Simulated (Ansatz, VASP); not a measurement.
# In3GaSbN: VASP beside Ansatz

```
CELL_PARAMETERS angstrom
4.47648 0.00000 0.00000
-2.23824 3.87675 0.00000
0.00000 0.00000 8.42845
ATOMIC_POSITIONS crystal
In 0.66667 0.33333 0.25815
In 0.66667 0.33333 0.74185
In 0.66667 0.33333 0.00000
Ga 0.66667 0.33333 0.50000
Sb 0.00000 0.00000 0.00000
N 0.33333 0.66667 0.00000
```

Alike in both runs: task single point; functional PBE; k mesh 6 × 6 × 2; occupations gaussian, width 0.1 eV; no spin polarisation.

```csv
,VASP,Ansatz
version,VASP 6.6.1,Ansatz 0.2.0
potentials or method,"VASP PAW PBE potentials, release 64 (In_d, Ga_d, Sb, N), cutoff 520 eV","scalar-relativistic, plane waves, PAW"
valence electrons in the cell,62,72
```

|  | VASP | Ansatz | Ansatz less VASP |
| --- | --- | --- | --- |
| gap on the k mesh at the Fermi level (eV) | none | none | - |
| rms of the force components (eV/Å) | 0.122 | 0.180 | +0.0575 |

Atom by atom the forces differ by 0.058 eV/Å (rms over components). A gap of «none» marks a metal or a gap that the smearing closes. With one functional, cell and mesh, what is left measures potentials, basis and numerics. VASP's potentials hold 62 valence electrons a cell and Ansatz's 72, so a difference there can come from the potentials and not from the codes.

The k mesh is coarse, so the values compare programs but aren't converged. Neither program's run includes spin-orbit coupling.
